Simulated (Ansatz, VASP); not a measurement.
**ZrGe4Mo in VASP and in Ansatz**

```
Zr Ge Mo
1.0
     0.00000    3.77827    3.77827
     3.77827    0.00000    3.77827
     3.77827    3.77827    0.00000
Zr Ge Mo
1 4 1
Direct
  0.75000 0.75000 0.75000
  0.37505 0.37505 0.37505
  0.37505 0.87485 0.37505
  0.87485 0.37505 0.37505
  0.37505 0.37505 0.87485
  0.00000 0.00000 0.00000
```

Change from the starting cell: species swapped into the MgCu4Sn type (F-43m, No. 216).

Alike in both runs: functional PBE; k mesh 4 × 4 × 4; occupations gaussian, width 0.1 eV; no spin polarisation.

Ansatz relaxed the structure, and its values are those at the end. VASP's run is a single point on that final structure, the one shown.

```csv
,VASP,Ansatz
version,VASP 6.6.1,Ansatz 0.2.0
potentials or method,"VASP PAW PBE potentials, release 64 (Zr_sv, Ge_d, Mo_sv), cutoff 520 eV","scalar-relativistic, plane waves, PAW"
valence electrons in the cell,82,82
```

```tsv
	VASP	Ansatz	Ansatz less VASP
gap on the k mesh at the Fermi level (eV)	none	none	-
pressure (GPa)	-0.2	-0.3	-0.11
rms of the force components (eV/Å)	0.009	0.009	-0.0002
```

A gap of «none» marks a metal or a gap that the smearing closes.

The k mesh is coarse, so the values compare programs but aren't converged.
